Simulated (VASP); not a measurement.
# KBr (Fm-3m) in VASP: notebook

The runs below take KBr through single point, with PBE.

Program: VASP 6.6.1. These are calculated values, not measurements. Logs are shortened: lines on timing, memory, paths and dates and some standing lists are left out, and cuts for length are marked.

### Step 1. The cell of the first run

Symmetry: Fm-3m, No. 225, cubic system. Conventional cell: a = 6.604 Å, b = 6.604 Å, c = 6.604 Å, α = 90.00°, β = 90.00°, γ = 90.00°. Within 4.3 Å of K (site symmetry m-3m) lie 6 Br at 3.30 Å. Br (site symmetry m-3m) has 6 K at 3.30 Å within 4.3 Å.

### Step 2. Single point, PBE

File INCAR:

```
  PREC = Accurate
  ENCUT = 520
  EDIFF = 1E-6
  ISMEAR = 0
  SIGMA = 0.01
  LREAL = False
  LASPH = True
  NELM = 80
  ALGO = Normal
  ISIF = 2
  LWAVE = False
  LCHARG = False
  GGA = PE
  NBANDS = 15
```

File KPOINTS:

```
Automatic mesh
0
Gamma
  6 6 6
```

File POSCAR:

```
KBr
1.0
    0.0000000000      3.3022478147      3.3022478147
    3.3022478147      0.0000000000      3.3022478147
    3.3022478147      3.3022478147      0.0000000000
K Br
1 1
Direct
    0.0000000000      0.0000000000      0.0000000000
    0.5000000000      0.5000000000      0.5000000000
```

Potentials or basis: VASP PAW PBE potentials, release 64 (K_sv, Br).

Launch:

```bash
cat potpaw_PBE.64/K_sv/POTCAR potpaw_PBE.64/Br/POTCAR > POTCAR
mpirun -np 1 vasp_std > vasp.out
```

OUTCAR:

```text
PREC = Accurate
   ENCUT = 520
   EDIFF = 1E-6
   ISMEAR = 0
   LREAL = False
   LASPH = True
   NELM = 80
   ISIF = 2
   GGA = PE

 ion  position               nearest neighbor table
   1  0.000  0.000  0.000-   2 3.30   2 3.30   2 3.30   2 3.30   2 3.30   2 3.30
   2  0.500  0.500  0.500-   1 3.30   1 3.30   1 3.30   1 3.30   1 3.30   1 3.30

  LATTYP: Found a face centered cubic cell.
 ALAT       =     6.6044956294

  Lattice vectors:

 A1 = (   0.0000000000,   3.3022478147,   3.3022478147)
 A2 = (   3.3022478147,   0.0000000000,   3.3022478147)
 A3 = (   3.3022478147,   3.3022478147,   0.0000000000)

Analysis of symmetry for initial positions (statically):
=====================================================================
 Subroutine PRICEL returns:
 Original cell was already a primitive cell.

 Routine SETGRP: Setting up the symmetry group for a
 face centered cubic supercell.

 Subroutine GETGRP returns: Found 48 space group operations
 (whereof 48 operations were pure point group operations)
 out of a pool of 48 trial point group operations.

The static configuration has the point symmetry O_h .

Analysis of symmetry for dynamics (positions and initial velocities):
=====================================================================
 Subroutine PRICEL returns:
 Original cell was already a primitive cell.

 Routine SETGRP: Setting up the symmetry group for a
 face centered cubic supercell.

 Subroutine GETGRP returns: Found 48 space group operations
 (whereof 48 operations were pure point group operations)
 out of a pool of 48 trial point group operations.

The dynamic configuration has the point symmetry O_h .

 Subroutine INISYM returns: Found 48 space group operations
 (whereof 48 operations are pure point group operations),
 and found     1 'primitive' translations

----------------------------------------------------------------------------------------

                                     Primitive cell

  volume of cell :      72.0210

  direct lattice vectors                    reciprocal lattice vectors
     0.000000000  3.302247815  3.302247815    -0.151412016  0.151412016  0.151412016
     3.302247815  0.000000000  3.302247815     0.151412016 -0.151412016  0.151412016
     3.302247815  3.302247815  0.000000000     0.151412016  0.151412016 -0.151412016

  length of vectors
     4.670083646  4.670083646  4.670083646     0.262253305  0.262253305  0.262253305

  position of ions in fractional coordinates (direct lattice)
     0.000000000  0.000000000  0.000000000
     0.500000000  0.500000000  0.500000000

  ion indices of the primitive-cell ions
   primitive index   ion index
                 1           1
                 2           2

----------------------------------------------------------------------------------------

 KPOINTS: Automatic mesh

Automatic generation of k-mesh.
 Grid dimensions read from file:
 generate k-points for:    6    6    6

 Generating k-lattice:

  Cartesian coordinates                     Fractional coordinates (reciprocal lattice)
    -0.025235336  0.025235336  0.025235336     0.166666667  0.000000000  0.000000000
     0.025235336 -0.025235336  0.025235336     0.000000000  0.166666667  0.000000000
     0.025235336  0.025235336 -0.025235336     0.000000000  0.000000000  0.166666667

  Length of vectors
     0.043708884  0.043708884  0.043708884

  Shift w.r.t. Gamma in fractional coordinates (k-lattice)
     0.000000000  0.000000000  0.000000000

 Subroutine IBZKPT returns following result:
 ===========================================

 Found     16 irreducible k-points:

 Following reciprocal coordinates:
            Coordinates               Weight
  0.000000  0.000000  0.000000      1.000000
  0.166667  0.000000  0.000000      8.000000
  0.333333  0.000000  0.000000      8.000000
  0.500000  0.000000  0.000000      4.000000
  0.166667  0.166667  0.000000      6.000000
  0.333333  0.166667  0.000000     24.000000
[... 8 lines left out ...]
 -0.333333  0.333333  0.166667     24.000000
 -0.333333  0.500000  0.166667     12.000000
   k-points           NKPTS =     16   k-points in BZ     NKDIM =     16   number of bands    NBANDS=     15
   number of dos      NEDOS =    301   number of ions     NIONS =      2
   total plane-waves  NPLWV =  46656
   dimension x,y,z NGX =    36 NGY =   36 NGZ =   36
   dimension x,y,z NGXF=    72 NGYF=   72 NGZF=   72
   ions per type =               1   1
   NGX,Y,Z   is equivalent  to a cutoff of  12.82, 12.82, 12.82 a.u.
   NGXF,Y,Z  is equivalent  to a cutoff of  25.63, 25.63, 25.63 a.u.
 SYSTEM =  unknown system
   PREC   = accura    normal or accurate (medium, high low for compatibility)
   ISTART =      0    job   : 0-new  1-cont  2-samecut
   ICHARG =      2    charge: 1-file 2-atom 10-const
   ISPIN  =      1    spin polarized calculation?
   LNONCOLLINEAR =      F non collinear calculations
   LSORBIT =      F    spin-orbit coupling
   LASPH  =      T    aspherical Exc in radial PAW
   ENCUT  =  520.0 eV  38.22 Ry    6.18 a.u.   8.68  8.68  8.68*2*pi/ulx,y,z
   NELM   =     80;   NELMIN=  2; NELMDL= -5     # of ELM steps
   EDIFF  = 0.1E-05   stopping-criterion for ELM
   LREAL  =      F    real-space projection
   EDIFFG = 0.1E-04   stopping-criterion for IOM
   NSW    =      0    number of steps for IOM
   IBRION =     -1    ionic relax: 0-MD 1-quasi-New 2-CG
   NFREE  =      0    steps in history (QN), initial steepest desc. (CG)
   ISIF   =      2    stress and relaxation
   ISYM   =      2    0-nonsym 1-usesym 2-fastsym
   POTIM  = 0.5000    time-step for ionic-motion
   TEBEG  =    0.0;   TEEND  =   0.0 temperature during run
   PSTRESS=    0.0 pullay stress
   NELECT =      16.0000    total number of electrons
   NUPDOWN=      -1.0000    fix difference up-down
   EMIN   =  10.00;   EMAX   =-10.00  energy-range for DOS
   EFERMI =   0.00;   METHOD = LEGACY
   ISMEAR =     0;   SIGMA  =   0.01  broadening in eV -4-tet -1-fermi 0-gaus
   EFERMI_NEDOS =   21; number of points for ismear=-14 and -15
   IALGO  =     38    algorithm
   IMIX   =      4    mixing-type and parameters
     AMIX     =   0.40;   BMIX     =  1.00
     AMIX_MAG =   1.60;   BMIX_MAG =  1.00
  volume/ion in A,a.u.               =      36.01       243.01
  Fermi-wavevector in a.u.,A,eV,Ry     =   0.991506  1.873674 13.375661  0.983083
  Thomas-Fermi vector in A             =   2.123252
   LORBIT       =      0    0 simple, 1 ext, 2 COOP (PROOUT), +10 PAW based schemes
   GGA     = PE    functional components
   LHFCALC =     F    Hartree Fock is set to
   AEXX    =    0.0000 exact exchange contribution
   IVDW    =     0    specifies the selected vdW correction
   LEPSILON=     F    determine dielectric tensor
   LRPA    =     F    only Hartree local field effects (RPA)
 non-spin polarized calculation
 Gauss-broadening in eV      SIGMA  =   0.01
  energy-cutoff  :      520.00
  volume of cell :       72.02
 maximum number of plane-waves:      1964
   NGX = 17   NGY = 17   NGZ = 17

 number of electron      15.9999997 magnetization

 Free energy of the ion-electron system (eV)
  ---------------------------------------------------
  ext. energy  EPLUGINS =         0.00000000
  ---------------------------------------------------
  free energy    TOTEN  =        -6.21576922 eV

  energy without entropy =       -6.21576922  energy(sigma->0) =       -6.21576922

 E-fermi :  -1.6377     XC(G=0):  -7.3624

 val. band max:       -1.7487464289   @ k =   0.0000   0.0000   0.0000
 cond. band min:       2.6797183427   @ k =   0.0000   0.0000   0.0000
 fundamental gap:      4.4284647716
 Fermi energy:        -1.6376822119

 k-point     1 :       0.0000    0.0000    0.0000
  band No.  band energies     occupation
      1     -29.5342      2.00000
      2     -14.0385      2.00000
      3     -13.0113      2.00000
      4     -13.0113      2.00000
      5     -13.0113      2.00000
      6      -1.7487      2.00000
      7      -1.7487      2.00000
      8      -1.7487      2.00000
      9       2.6797      0.00000
     10       5.8550      0.00000
     11       5.8550      0.00000
     12       5.8550      0.00000
     13       6.6769      0.00000
     14       6.6769      0.00000
     15       9.8483      0.00000

 k-point     2 :       0.1667    0.0000    0.0000
  band No.  band energies     occupation
      1     -29.5328      2.00000
      2     -14.0896      2.00000
      3     -13.0127      2.00000
      4     -13.0127      2.00000
      5     -12.9428      2.00000
      6      -2.1130      2.00000
      7      -1.8367      2.00000
      8      -1.8367      2.00000
      9       3.3345      0.00000
     10       5.7152      0.00000
     11       6.1788      0.00000
     12       6.1788      0.00000
     13       7.0336      0.00000
     14       7.0336      0.00000
     15      10.7299      0.00000

 k-point     3 :       0.3333    0.0000    0.0000
  band No.  band energies     occupation
      1     -29.5300      2.00000
      2     -14.1772      2.00000
      3     -13.0155      2.00000
      4     -13.0155      2.00000
      5     -12.8197      2.00000
      6      -2.6840      2.00000
      7      -2.0020      2.00000
      8      -2.0020      2.00000
      9       4.4439      0.00000
     10       5.9653      0.00000
     11       7.0449      0.00000
     12       7.0449      0.00000
     13       7.9323      0.00000
     14       7.9323      0.00000
     15       9.7381      0.00000

 k-point     4 :       0.5000    0.0000    0.0000
  band No.  band energies     occupation
      1     -29.5286      2.00000
      2     -14.2157      2.00000
      3     -13.0168      2.00000
      4     -13.0168      2.00000
      5     -12.7631      2.00000
      6      -2.9232      2.00000
      7      -2.0799      2.00000
      8      -2.0799      2.00000
      9       4.8375      0.00000
     10       6.4787      0.00000
     11       8.0090      0.00000
     12       8.0090      0.00000
     13       8.3205      0.00000
     14       8.3205      0.00000
     15       9.1722      0.00000
[... 163 lines left out ...]
 k-point    14 :       0.5000    0.3333    0.1667
  band No.  band energies     occupation
      1     -29.5283      2.00000
      2     -14.1003      2.00000
      3     -13.0502      2.00000
      4     -13.0323      2.00000
      5     -12.8877      2.00000
      6      -2.6106      2.00000
      7      -2.1222      2.00000
      8      -2.0908      2.00000
      9       5.0912      0.00000
     10       5.3079      0.00000
     11       7.1138      0.00000
     12       7.9566      0.00000
     13       8.0262      0.00000
     14       8.1773      0.00000
     15       9.2335      0.00000

 k-point    15 :      -0.3333    0.3333    0.1667
  band No.  band energies     occupation
      1     -29.5274      2.00000
      2     -14.0884      2.00000
      3     -13.0597      2.00000
      4     -13.0467      2.00000
      5     -12.8840      2.00000
      6      -2.5728      2.00000
      7      -2.2750      2.00000
      8      -2.1433      2.00000
      9       5.4557      0.00000
     10       5.8357      0.00000
     11       6.7957      0.00000
     12       7.4049      0.00000
     13       8.5767      0.00000
     14       8.8865      0.00000
     15       9.2790      0.00000

 k-point    16 :      -0.3333    0.5000    0.1667
  band No.  band energies     occupation
      1     -29.5270      2.00000
      2     -14.0156      2.00000
      3     -13.0873      2.00000
      4     -13.0603      2.00000
      5     -12.9462      2.00000
      6      -2.4544      2.00000
      7      -2.2231      2.00000
      8      -2.1958      2.00000
      9       4.8466      0.00000
     10       6.1654      0.00000
     11       6.5421      0.00000
     12       7.4843      0.00000
     13       8.2431      0.00000
     14       9.0372      0.00000
     15       9.5598      0.00000

------------------------ aborting loop because EDIFF is reached ----------------------------------------

  FORCE on cell =-STRESS in cart. coord.  units (eV):
  Direction    XX          YY          ZZ          XY          YZ          ZX
  --------------------------------------------------------------------------------------
  -------------------------------------------------------------------------------------
  Total        0.3242250      0.3242250      0.3242250     -0.0000000      0.0000000     -0.0000000
  in kB        7.2127028      7.2127028      7.2127028     -0.0000000      0.0000000     -0.0000000
  external PRESSURE =       7.2127028 kB  Pullay stress =       0.0000000 kB

 VOLUME and BASIS-vectors are now :
 -----------------------------------------------------------------------------
  energy-cutoff  :      520.00
  volume of cell :       72.02
      direct lattice vectors                 reciprocal lattice vectors
     0.000000000  3.302247815  3.302247815    -0.151412016  0.151412016  0.151412016
     3.302247815  0.000000000  3.302247815     0.151412016 -0.151412016  0.151412016
     3.302247815  3.302247815  0.000000000     0.151412016  0.151412016 -0.151412016

 POSITION                                       TOTAL-FORCE (eV/Angst)
 -----------------------------------------------------------------------------------
      0.00000      0.00000      0.00000         0.000000     -0.000000     -0.000000
      3.30225      3.30225      3.30225        -0.000000      0.000000      0.000000
 -----------------------------------------------------------------------------------
    total drift:                                0.000000      0.000000      0.000000

  FREE ENERGIE OF THE ION-ELECTRON SYSTEM (eV)
  ---------------------------------------------------
  free  energy   TOTEN  =        -6.2157692238 eV

  energy  without entropy=       -6.2157692238  energy(sigma->0) =       -6.21576922
```

Run time: 17 s. Hardware: 1 thread of Intel Xeon 8259CL, shared host; peak memory 0.21 GiB.

What came out:

- Free energy: -6.2158 eV
- Pressure: 0.7 GPa
- Band gap on the k mesh: 4.43 eV

Levels at points of the mesh, in eV from the valence-band top:
```tsv
k point	band 5	band 6	band 7	band 8	band 9	band 10	band 11	band 12
(0.00, 0.00, 0.00)	-11.26	0.00	0.00	0.00	4.43	7.60	7.60	7.60
(0.50, 0.00, 0.00)	-11.01	-1.17	-0.33	-0.33	6.59	8.23	9.76	9.76
(0.50, 0.50, 0.00)	-11.30	-0.81	-0.28	-0.28	5.87	7.19	9.36	9.50
```

### Step 3. Single point, PBE (35.41 Å³/atom)

This run uses another cell than the first one, of 35.41 Å³/atom.

File INCAR:

```
SYSTEM = KBr
ALGO = Normal ; EDIFF = 1E-7
ENCUT = 520 ; GGA = PE
ISIF = 2 ; ISMEAR = 0
LASPH = .True. ; LCHARG = .False.
LREAL = .False. ; LWAVE = .False.
NBANDS = 15 ; NELM = 100
PREC = Accurate ; SIGMA = 0.01
```

File KPOINTS:

```
k-points
0
Gamma
  6 6 6
  0 0 0
```

File POSCAR:

```
KBr
1.0
    0.0000000000      3.2838823447      3.2838823447
    3.2838823447      0.0000000000      3.2838823447
    3.2838823447      3.2838823447      0.0000000000
K Br
1 1
Direct
    0.0000000000      0.0000000000      0.0000000000
    0.5000000000      0.5000000000      0.5000000000
```

Potentials or basis: VASP PAW PBE potentials, release 64 (K_sv, Br).

Launch:

```bash
cat potpaw_PBE.64/K_sv/POTCAR potpaw_PBE.64/Br/POTCAR > POTCAR
mpirun -np 1 vasp_std > vasp.out
```

OUTCAR:

```text
SYSTEM = KBr
   EDIFF = 1E-7
   ENCUT = 520
   GGA = PE
   ISIF = 2
   ISMEAR = 0
   LASPH = .True.
   LREAL = .False.
   NELM = 100
   PREC = Accurate

 ion  position               nearest neighbor table
   1  0.000  0.000  0.000-   2 3.28   2 3.28   2 3.28   2 3.28   2 3.28   2 3.28
   2  0.500  0.500  0.500-   1 3.28   1 3.28   1 3.28   1 3.28   1 3.28   1 3.28

  LATTYP: Found a face centered cubic cell.
 ALAT       =     6.5677646894

  Lattice vectors:

 A1 = (   0.0000000000,   3.2838823447,   3.2838823447)
 A2 = (   3.2838823447,   0.0000000000,   3.2838823447)
 A3 = (   3.2838823447,   3.2838823447,   0.0000000000)

Analysis of symmetry for initial positions (statically):
=====================================================================
 Subroutine PRICEL returns:
 Original cell was already a primitive cell.

 Routine SETGRP: Setting up the symmetry group for a
 face centered cubic supercell.

 Subroutine GETGRP returns: Found 48 space group operations
 (whereof 48 operations were pure point group operations)
 out of a pool of 48 trial point group operations.

[... 167 lines left out ...]
      5     -12.9102      2.00000
      6      -1.6817      2.00000
      7      -1.6817      2.00000
      8      -1.6817      2.00000
      9       2.7921      0.00000
     10       5.9251      0.00000
     11       5.9251      0.00000
     12       5.9251      0.00000
     13       6.7577      0.00000
     14       6.7577      0.00000
[... 257 lines left out ...]
      2     -13.9667      2.00000
      3     -12.9917      2.00000
      4     -12.9628      2.00000
      5     -12.8433      2.00000
      6      -2.4033      2.00000
      7      -2.1708      2.00000
      8      -2.1392      2.00000
      9       4.9125      0.00000
     10       6.3010      0.00000
     11       6.6525      0.00000
     12       7.6165      0.00000
     13       8.3583      0.00000
     14       9.1603      0.00000
     15       9.7112      0.00000

------------------------ aborting loop because EDIFF is reached ----------------------------------------

  FORCE on cell =-STRESS in cart. coord.  units (eV):
  Direction    XX          YY          ZZ          XY          YZ          ZX
  --------------------------------------------------------------------------------------
  -------------------------------------------------------------------------------------
  Total        0.4485270      0.4485270      0.4485270     -0.0000000      0.0000000      0.0000000
  in kB       10.1462695     10.1462695     10.1462695     -0.0000000      0.0000000      0.0000000
  external PRESSURE =      10.1462695 kB  Pullay stress =       0.0000000 kB

 VOLUME and BASIS-vectors are now :
 -----------------------------------------------------------------------------
  energy-cutoff  :      520.00
  volume of cell :       70.83
      direct lattice vectors                 reciprocal lattice vectors
     0.000000000  3.283882345  3.283882345    -0.152258805  0.152258805  0.152258805
     3.283882345  0.000000000  3.283882345     0.152258805 -0.152258805  0.152258805
     3.283882345  3.283882345  0.000000000     0.152258805  0.152258805 -0.152258805

 POSITION                                       TOTAL-FORCE (eV/Angst)
 -----------------------------------------------------------------------------------
      0.00000      0.00000      0.00000         0.000000      0.000000      0.000000
      3.28388      3.28388      3.28388         0.000000      0.000000      0.000000
 -----------------------------------------------------------------------------------
    total drift:                                0.000000      0.000000      0.000000

  FREE ENERGIE OF THE ION-ELECTRON SYSTEM (eV)
  ---------------------------------------------------
  free  energy   TOTEN  =        -6.2092103655 eV

  energy  without entropy=       -6.2092103655  energy(sigma->0) =       -6.20921037
```

It took 20 s on 1 thread of Intel Xeon 8259CL, shared host; peak memory 0.2 GiB.

Results:

* Free energy: -6.2092 eV
* Pressure: 1.0 GPa
* Band gap on the k mesh: 4.47 eV

(Continued in part 2 of 2.)
